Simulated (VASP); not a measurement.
# AlSi40H16Cl3 in VASP: a series of runs

Runs on AlSi40H16Cl3. Level: PBE. Tasks: single point.

All numbers are computed with VASP 6.6.1; they aren't measurements. Logs are shortened: lines on timing, memory, paths and dates and some standing lists are left out, and cuts for length are marked.

### Step 1. The cell of the first run

The cell holds a slab with vacuum, 60 atoms: a = 7.679 Å, b = 15.358 Å, c = 18.256 Å, α = 90.00°, β = 90.00°, γ = 90.00°.

### Step 2. Single point, PBE

The input, INCAR:

```
SYSTEM = AlSi40H16Cl3
PREC = Accurate
ENCUT = 520
EDIFF = 1E-6
ISMEAR = -1
SIGMA = 0.02
LREAL = Auto
LASPH = .True.
NELM = 100
ALGO = Normal
ISIF = 2
LWAVE = .False.
LCHARG = .False.
GGA = PE
NBANDS = 136
```

The input, KPOINTS:

```
Automatic mesh
0
Gamma
  2 1 1
  0 0 0
```

The input, POSCAR:

```
AlSi40H16Cl3
1.0
    7.6791800000      0.0000000000      0.0000000000
    0.0000000000     15.3583590000      0.0000000000
    0.0000000000      0.0000000000     18.2555000000
H Si Al Cl
16 40 1 3
Direct
    0.4093920184      0.0000000000      0.0547780121
    0.0906079816      0.0000000000      0.0547780121
    0.9093920184      0.0000000000      0.0547780121
    0.5906079816      0.0000000000      0.0547780121
    0.4093920184      0.2500000163      0.0547780121
    0.0906079816      0.2500000163      0.0547780121
    0.9093920184      0.2500000163      0.0547780121
    0.5906079816      0.2500000163      0.0547780121
    0.4093920184      0.5000000326      0.0547780121
    0.0906079816      0.5000000326      0.0547780121
    0.9093920184      0.5000000326      0.0547780121
    0.5906079816      0.5000000326      0.0547780121
    0.4093920184      0.7499999837      0.0547780121
    0.0906079816      0.7499999837      0.0547780121
    0.9093920184      0.7499999837      0.0547780121
    0.5906079816      0.7499999837      0.0547780121
    0.2500000000      0.0000000000      0.1021883816
    0.7500000000      0.0000000000      0.1021883816
    0.2500000000      0.2500000163      0.1021883816
    0.7500000000      0.2500000163      0.1021883816
    0.2500000000      0.5000000326      0.1021883816
    0.7500000000      0.5000000326      0.1021883816
    0.2500000000      0.7499999837      0.1021883816
    0.7500000000      0.7499999837      0.1021883816
    0.2526373910      0.1248443274      0.1739072608
    0.7549506588      0.1249145172      0.1737541015
    0.2507685716      0.3748322331      0.1772702473
    0.7508020388      0.3752636594      0.1778279970
    0.2504115023      0.6252188792      0.1740749911
    0.7488200563      0.6252453143      0.1741435732
    0.2507981321      0.8751875770      0.1787350661
    0.7507568516      0.8751098994      0.1820141875
    0.0029930279      0.1239405199      0.2480529703
    0.5056082811      0.1220457863      0.2456636082
    0.0020141473      0.3764132613      0.2533630961
    0.4998873578      0.3768808243      0.2533449098
   -0.0011873664      0.6278911048      0.2461582537
    0.5006003245      0.6266497612      0.2479938649
    0.0067300154      0.8752487164      0.2583982361
    0.4952828297      0.8747582343      0.2583918271
    0.0304651017      0.0052752381      0.3306746460
    0.4775226001      0.0053885314      0.3297740955
    0.0095435971      0.2484529760      0.3248145490
    0.5009349957      0.2463985898      0.3205471776
    0.0137913163      0.5052625740      0.3226114322
    0.4840135275      0.5038754466      0.3259650516
    0.0276045099      0.7450370837      0.3298964696
    0.4712803971      0.7450461993      0.3307902824
    0.2552762144      0.0420729194      0.4183789543
    0.7541141111      0.0507782114      0.3630701432
    0.2588997784      0.1986121694      0.3874503574
    0.7537948062      0.1998179623      0.3748423215
    0.2454595413      0.5447231049      0.4000519296
    0.7503074547      0.5514933594      0.3662303963
    0.2481975940      0.7067005010      0.4192448851
    0.7495163546      0.7018873566      0.3612654816
    0.2027917043      0.4360375350      0.4995646244
   -0.0665429121      0.3891471088      0.5046317000
    0.3057131100      0.2833774103      0.4872420366
    0.3622556054      0.4655528628      0.5919430856
```

Potentials or basis: VASP PAW PBE potentials, release 64 (H, Si, Al, Cl).

Launch:

```sh
> cat potpaw_PBE.64/H/POTCAR potpaw_PBE.64/Si/POTCAR potpaw_PBE.64/Al/POTCAR potpaw_PBE.64/Cl/POTCAR > POTCAR
> mpirun -np 1 vasp_std > vasp.out
```

OUTCAR:

```text
SYSTEM = AlSi40H16Cl3
   PREC = Accurate
   ENCUT = 520
   EDIFF = 1E-6
   ISMEAR = -1
   LREAL = Auto
   LASPH = .True.
   NELM = 100
   ISIF = 2
   GGA = PE

 ion  position               nearest neighbor table
   1  0.409  0.000  0.055-  17 1.50
   2  0.091  0.000  0.055-  17 1.50
   3  0.909  0.000  0.055-  18 1.50
   4  0.591  0.000  0.055-  18 1.50
   5  0.409  0.250  0.055-  19 1.50
   6  0.091  0.250  0.055-  19 1.50
[... 8 lines left out ...]
  15  0.909  0.750  0.055-  24 1.50
  16  0.591  0.750  0.055-  24 1.50
  17  0.250  0.000  0.102-   1 1.50   2 1.50  25 2.32  31 2.37
[... 4 lines left out ...]
  22  0.750  0.500  0.102-  11 1.50  12 1.50  30 2.33  28 2.36
[... 8 lines left out ...]
  31  0.251  0.875  0.179-  17 2.37  39 2.37  40 2.37  23 2.38
  32  0.751  0.875  0.182-  40 2.41  18 2.41  39 2.41  24 2.41
  33  0.003  0.124  0.248-  26 2.34  25 2.35  43 2.37  41 2.38  50 3.05
  34  0.506  0.122  0.246-  26 2.32  25 2.34  44 2.35  42 2.37  50 3.07
  35  0.002  0.376  0.253-  45 2.35  43 2.36  27 2.36  28 2.37
  36  0.500  0.377  0.253-  44 2.35  46 2.36  27 2.36  28 2.37
  37  0.999  0.628  0.246-  30 2.33  29 2.34  45 2.35  47 2.37  56 3.06  54 3.13
  38  0.501  0.627  0.248-  30 2.33  29 2.35  46 2.37  48 2.38  56 3.04  54 3.11
  39  0.007  0.875  0.258-  31 2.37  47 2.39  41 2.40  32 2.41
  40  0.495  0.875  0.258-  31 2.37  42 2.40  48 2.40  32 2.41
  41  0.030  0.005  0.331-  50 2.31  33 2.38  39 2.40  49 2.42
  42  0.478  0.005  0.330-  50 2.32  34 2.37  40 2.40  49 2.42
  43  0.010  0.248  0.325-  52 2.29  51 2.36  35 2.36  33 2.37
  44  0.501  0.246  0.321-  52 2.29  51 2.34  34 2.35  36 2.35
  45  0.014  0.505  0.323-  54 2.29  37 2.35  35 2.35  53 2.35
  46  0.484  0.504  0.326-  54 2.29  36 2.36  53 2.36  38 2.37
  47  0.028  0.745  0.330-  56 2.31  37 2.37  39 2.39  55 2.42
  48  0.471  0.745  0.331-  56 2.31  38 2.38  40 2.40  55 2.43
  49  0.255  0.042  0.418-  42 2.42  41 2.42  51 2.47
  50  0.754  0.051  0.363-  52 2.30  41 2.31  42 2.32  33 3.05  34 3.07
  51  0.259  0.199  0.387-  59 2.27  44 2.34  43 2.36  49 2.47
  52  0.754  0.200  0.375-  43 2.29  44 2.29  50 2.30
  53  0.245  0.545  0.400-  45 2.35  46 2.36  57 2.49  55 2.51
  54  0.750  0.551  0.366-  45 2.29  46 2.29  56 2.31  38 3.11  37 3.13
  55  0.248  0.707  0.419-  47 2.42  48 2.43  53 2.51
  56  0.750  0.702  0.361-  48 2.31  47 2.31  54 2.31  38 3.04  37 3.06
  57  0.203  0.436  0.500-  60 2.13  58 2.19  59 2.48  53 2.49
  58  0.933  0.389  0.505-  57 2.19
  59  0.306  0.283  0.487-  51 2.27  57 2.48
  60  0.362  0.466  0.592-  57 2.13

  LATTYP: Found a simple orthorhombic cell.
 ALAT       =     7.6791800000
 B/A-ratio  =     1.9999998698
 C/A-ratio  =     2.3772720525

  Lattice vectors:

 A1 = (   7.6791800000,   0.0000000000,   0.0000000000)
 A2 = (   0.0000000000,  15.3583590000,   0.0000000000)
 A3 = (   0.0000000000,   0.0000000000,  18.2555000000)

Analysis of symmetry for initial positions (statically):
=====================================================================
 Subroutine PRICEL returns:
 Original cell was already a primitive cell.

 Routine SETGRP: Setting up the symmetry group for a
 simple orthorhombic supercell.

 Subroutine GETGRP returns: Found  1 space group operations
 (whereof  1 operations were pure point group operations)
 out of a pool of  8 trial point group operations.

The static configuration has the point symmetry C_1 .

Analysis of symmetry for dynamics (positions and initial velocities):
=====================================================================
 Subroutine PRICEL returns:
 Original cell was already a primitive cell.

 Routine SETGRP: Setting up the symmetry group for a
 simple orthorhombic supercell.

 Subroutine GETGRP returns: Found  1 space group operations
 (whereof  1 operations were pure point group operations)
 out of a pool of  8 trial point group operations.

The dynamic configuration has the point symmetry C_1 .

 Subroutine INISYM returns: Found  1 space group operations
 (whereof  1 operations are pure point group operations),
 and found     1 'primitive' translations

----------------------------------------------------------------------------------------

                                     Primitive cell

[... 138 lines left out ...]

Automatic generation of k-mesh.
 Grid dimensions read from file:
 generate k-points for:    2    1    1

 Generating k-lattice:

  Cartesian coordinates                     Fractional coordinates (reciprocal lattice)
     0.065111119  0.000000000  0.000000000     0.500000000  0.000000000  0.000000000
     0.000000000  0.065111123  0.000000000     0.000000000  1.000000000  0.000000000
     0.000000000  0.000000000  0.054778012     0.000000000  0.000000000  1.000000000

  Length of vectors
     0.065111119  0.065111123  0.054778012

  Shift w.r.t. Gamma in fractional coordinates (k-lattice)
     0.000000000  0.000000000  0.000000000

 Subroutine IBZKPT returns following result:
 ===========================================

 Found      2 irreducible k-points:

 Following reciprocal coordinates:
            Coordinates               Weight
  0.000000  0.000000  0.000000      1.000000
  0.500000  0.000000  0.000000      1.000000
   k-points           NKPTS =      2   k-points in BZ     NKDIM =      2   number of bands    NBANDS=    136
   number of dos      NEDOS =    301   number of ions     NIONS =     60
   total plane-waves  NPLWV = ******
   dimension x,y,z NGX =    60 NGY =  120 NGZ =  140
   dimension x,y,z NGXF=   120 NGYF=  240 NGZF=  280
   ions per type =              16  40   1   3
   NGX,Y,Z   is equivalent  to a cutoff of  12.99, 12.99, 12.75 a.u.
   NGXF,Y,Z  is equivalent  to a cutoff of  25.98, 25.98, 25.50 a.u.
 SYSTEM =  AlSi40H16Cl3
   PREC   = accura    normal or accurate (medium, high low for compatibility)
   ISTART =      0    job   : 0-new  1-cont  2-samecut
   ICHARG =      2    charge: 1-file 2-atom 10-const
   ISPIN  =      1    spin polarized calculation?
   LNONCOLLINEAR =      F non collinear calculations
   LSORBIT =      F    spin-orbit coupling
   LASPH  =      T    aspherical Exc in radial PAW
   ENCUT  =  520.0 eV  38.22 Ry    6.18 a.u.  14.28 28.56 33.94*2*pi/ulx,y,z
   NELM   =    100;   NELMIN=  2; NELMDL= -5     # of ELM steps
   EDIFF  = 0.1E-05   stopping-criterion for ELM
   LREAL  =      T    real-space projection
   EDIFFG = 0.1E-04   stopping-criterion for IOM
   NSW    =      0    number of steps for IOM
   IBRION =     -1    ionic relax: 0-MD 1-quasi-New 2-CG
   NFREE  =      0    steps in history (QN), initial steepest desc. (CG)
   ISIF   =      2    stress and relaxation
   ISYM   =      2    0-nonsym 1-usesym 2-fastsym
   POTIM  = 0.5000    time-step for ionic-motion
   TEBEG  =    0.0;   TEEND  =   0.0 temperature during run
   PSTRESS=    0.0 pullay stress
   NELECT =     200.0000    total number of electrons
   NUPDOWN=      -1.0000    fix difference up-down
   EMIN   =  10.00;   EMAX   =-10.00  energy-range for DOS
   EFERMI =   0.00;   METHOD = LEGACY
   ISMEAR =    -1;   SIGMA  =   0.02  broadening in eV -4-tet -1-fermi 0-gaus
   EFERMI_NEDOS =   21; number of points for ismear=-14 and -15
   IALGO  =     38    algorithm
   IMIX   =      4    mixing-type and parameters
     AMIX     =   0.40;   BMIX     =  1.00
     AMIX_MAG =   1.60;   BMIX_MAG =  1.00
  volume/ion in A,a.u.               =      35.88       242.16
  Fermi-wavevector in a.u.,A,eV,Ry     =   0.741425  1.401089  7.479266  0.549711
  Thomas-Fermi vector in A             =   1.836062
   LORBIT       =      0    0 simple, 1 ext, 2 COOP (PROOUT), +10 PAW based schemes
   GGA     = PE    functional components
[... 5 lines left out ...]
 non-spin polarized calculation
  energy-cutoff  :      520.00
  volume of cell :     2153.05
 maximum number of plane-waves:     58003
 NGX is ok and might be reduce to    60
   NGX = 29   NGY = 57   NGZ = 67

 number of electron     200.0000007 magnetization

 Free energy of the ion-electron system (eV)
  ---------------------------------------------------
  ext. energy  EPLUGINS =         0.00000000
  ---------------------------------------------------
  free energy    TOTEN  =      -271.99694620 eV

  energy without entropy =     -271.98490843  energy(sigma->0) =     -271.99092731

 E-fermi :  -0.4825     XC(G=0):  -4.9303

 val. band max:       -0.5294250620   @ k =   0.0000   0.0000   0.0000
 cond. band min:      -0.4358375852   @ k =   0.5000   0.0000   0.0000
 fundamental gap:      0.0935874768
 Fermi energy:        -0.4825303936

 k-point     1 :       0.0000    0.0000    0.0000
  band No.  band energies     occupation
      1     -16.8649      2.00000
      2     -15.5699      2.00000
      3     -15.4000      2.00000
      4     -12.1734      2.00000
      5     -11.8889      2.00000
      6     -11.2831      2.00000
[... 104 lines left out ...]
    111       1.4297      0.00000
    112       1.5519      0.00000

 k-point     2 :       0.5000    0.0000    0.0000
  band No.  band energies     occupation
      1     -16.8643      2.00000
      2     -15.5668      2.00000
      3     -15.4042      2.00000
      4     -11.7427      2.00000
      5     -11.5249      2.00000
      6     -11.5090      2.00000
[... 104 lines left out ...]
    111       1.6695      0.00000
    112       1.8319      0.00000
 [bands above 112 left out]

------------------------ aborting loop because EDIFF is reached ----------------------------------------

  FORCE on cell =-STRESS in cart. coord.  units (eV):
  Direction    XX          YY          ZZ          XY          YZ          ZX
  --------------------------------------------------------------------------------------
  -------------------------------------------------------------------------------------
  Total       37.4984069      0.3441947      0.2536381     -1.7493243     -0.5539754     -1.3811307
  in kB       27.9042276      0.2561305      0.1887434     -1.3017498     -0.4122377     -1.0277606
  external PRESSURE =       9.4497005 kB  Pullay stress =       0.0000000 kB

 VOLUME and BASIS-vectors are now :
 -----------------------------------------------------------------------------
  energy-cutoff  :      520.00
  volume of cell :     2153.05
      direct lattice vectors                 reciprocal lattice vectors
     7.679180000  0.000000000  0.000000000     0.130222237  0.000000000  0.000000000
     0.000000000 15.358359000  0.000000000     0.000000000  0.065111123  0.000000000
     0.000000000  0.000000000 18.255500000     0.000000000  0.000000000  0.054778012

 POSITION                                       TOTAL-FORCE (eV/Angst)
 -----------------------------------------------------------------------------------
      3.14379      0.00000      1.00000        -0.635501     -0.069885     -0.029688
      0.69580      0.00000      1.00000         0.625309     -0.062808     -0.013635
      6.98338      0.00000      1.00000        -0.628351     -0.131583     -0.005644
      4.53539      0.00000      1.00000         0.609208     -0.065080      0.039567
      3.14379      3.83959      1.00000        -0.641711      0.065541     -0.019406
      0.69580      3.83959      1.00000         0.631997      0.057321     -0.000169
[... 52 lines left out ...]
      2.34763      4.35221      8.89485         0.060135     -0.141605     -0.068069
      2.78183      7.15013     10.80622        -0.234242     -0.130855     -0.000321
 -----------------------------------------------------------------------------------
    total drift:                                0.006784     -0.003952      0.030420

  FREE ENERGIE OF THE ION-ELECTRON SYSTEM (eV)
  ---------------------------------------------------
  free  energy   TOTEN  =      -271.9969461958 eV

  energy  without entropy=     -271.9849084283  energy(sigma->0) =     -271.99092731
```

It took 30 min on 1 thread of Intel Xeon Platinum 8488C (Sapphire Rapids), shared host; peak memory 2 GiB.

Results:

```yaml
Free_energy: -271.9969 eV
Largest_force: 0.648 eV/Å
Band_gap_on_the_k_mesh: zero (bands 100 and 101 overlap by 0.09 eV)
```

Forces on the atoms (eV/Å):
```
H   -0.636 -0.070 -0.030
H    0.625 -0.063 -0.014
H   -0.628 -0.132 -0.006
H    0.609 -0.065  0.040
H   -0.642  0.066 -0.019
H    0.632  0.057  0.000
H   -0.635  0.093 -0.005
H    0.625  0.048  0.021
H   -0.640 -0.072 -0.012
H    0.636 -0.072 -0.003
H   -0.636 -0.061  0.003
H    0.631 -0.089  0.008
H   -0.642  0.083 -0.024
H    0.637  0.073 -0.009
H   -0.625  0.096  0.026
H    0.625  0.137  0.016
Si   0.015 -0.193 -0.075
Si   0.102 -0.326  0.178
Si   0.031  0.060 -0.129
Si   0.034  0.157 -0.039
Si   0.017 -0.043 -0.115
Si   0.020 -0.053 -0.045
Si   0.044  0.193 -0.060
Si  -0.028  0.274  0.200
Si  -0.005 -0.003 -0.003
Si   0.004 -0.002  0.008
Si  -0.002  0.000  0.002
Si  -0.003  0.000 -0.005
Si   0.003  0.002  0.006
Si  -0.003  0.003  0.002
Si  -0.003 -0.001 -0.004
Si  -0.002  0.001  0.002
Si   0.003  0.008  0.014
Si  -0.006 -0.006 -0.006
Si  -0.003  0.000  0.003
Si   0.000  0.000  0.000
Si  -0.006  0.000 -0.006
Si   0.000 -0.006  0.002
Si   0.008 -0.007  0.003
Si  -0.013 -0.009  0.004
Si   0.017 -0.003  0.003
Si  -0.021 -0.005 -0.005
Si   0.003  0.006  0.023
Si  -0.013 -0.012 -0.023
Si  -0.002  0.005 -0.008
Si   0.005 -0.003  0.010
Si  -0.004 -0.005  0.001
Si   0.000 -0.009  0.000
Si   0.003  0.008  0.019
Si  -0.001 -0.032 -0.033
Si   0.007  0.083  0.109
Si  -0.016 -0.057 -0.067
Si  -0.007 -0.034  0.003
Si   0.005 -0.004 -0.006
Si  -0.006 -0.025 -0.007
Si   0.000 -0.010 -0.003
Al  -0.227 -0.090  0.021
Cl   0.287  0.384  0.102
Cl   0.060 -0.142 -0.068
Cl  -0.234 -0.131  0.000
```

Caveat: the k points lie up to 0.41 Å⁻¹ apart.

(Continued in part 2 of 3.)
